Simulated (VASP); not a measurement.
The system is MgO.

```
CELL_PARAMETERS angstrom
0.00000 2.08115 2.11543
2.08115 0.00000 2.11543
2.08115 2.08115 0.00000
ATOMIC_POSITIONS crystal
Mg 0.00000 0.00000 0.00000
O 0.50000 0.50000 0.50000
```

This cell differs from its parent crystal: epitaxial xy strain -1.0%.

Base run:

- Program: VASP 6.6.1
- Functional: PBE
- Potentials or basis: VASP PAW PBE potentials, release 64 (Mg, O)
- Cutoff: 520 eV
- k mesh: 10 × 10 × 10
- Occupations: fermi-dirac, width 0.02 eV
- Spin: no spin polarisation

Its results: band gap on the k mesh 4.89 eV, direct; pressure 7.4 GPa.

The run is repeated on the same cell with these changes: functional from PBE to r2SCAN; occupations from fermi-dirac, width 0.02 eV to gaussian, width 0.01 eV. What comes out?

Band gap on the k mesh 5.78 eV, direct; pressure 1.3 GPa.

Caveats: the PAW data sets were made with another functional, which shifts forces and pressure a little (some runs).

